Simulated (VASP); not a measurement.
**Ti: electric field gradients with PBEsol**

The system is Ti.

```
Ti
1.0
     2.95000   -0.04425   -0.04425
    -1.51332    2.57690   -0.01620
    -0.07029   -0.07029    4.68600
Ti
2
Direct
  0.33333 0.66667 0.25000
  0.66667 0.33333 0.75000
```

This cell differs from its parent crystal: equal xy, yz and zx shear strains of -3 %.

* Program: VASP 6.6.1
* Task: electric field gradients
* Functional: PBEsol
* Potentials or basis: VASP PAW PBE potentials, release 64 (Ti_sv)
* Cutoff: 520 eV
* k mesh: 13 × 13 × 7
* Occupations: fermi-dirac, width 0.08 eV
* Spin: no spin polarisation
* Dipole correction: no
* Further INCAR settings: ALGO = Normal; EDIFF = 1e-08; NBANDS = 19

```yaml
Pressure: -5.9 GPa
Largest_force: 0.079 eV/Å
Band_gap_on_the_k_mesh: zero (bands 12 and 13 overlap by 1.11 eV)
Largest_electric_field_gradient_by_atom: Ti +17.0 V/Å²
```

Forces on the atoms (eV/Å):
```
Ti   0.077  0.003  0.015
Ti  -0.077 -0.003 -0.015
```

Stress tensor (GPa, compression positive):
```
-5.78  1.84  1.23
 1.84 -5.75  1.22
 1.23  1.22 -6.29
```

Levels at points of the mesh, in eV from the Fermi level:
```
           k point  band 9  band 10  band 11  band 12  band 13  band 14  band 15  band 16
(0.00, 0.00, 0.00)   -6.15    -2.63     0.61     0.75     0.86     0.98     1.12     1.42
```

Electric field gradients, principal values (V/Å²):
| atom | least | middle | greatest (by size) |
| --- | --- | --- | --- |
| 1 Ti | -7.798 | -9.192 | 16.990 |
| 2 Ti | -7.798 | -9.192 | 16.990 |

It took 3 min on 1 thread of Intel(R) Xeon(R) Platinum 8488C (Sapphire Rapids), on a shared host, peak memory 0.41 GiB.

Caveat: the cell differs from its parent crystal (equal xy, yz and zx shear strains of -3 %); the cell stands under tension; without QUAD_EFG the Cq values of the log hold for a quadrupole moment of 1 mb, not for the nuclei; the PAW data sets were made with another functional, which shifts forces and pressure a little.
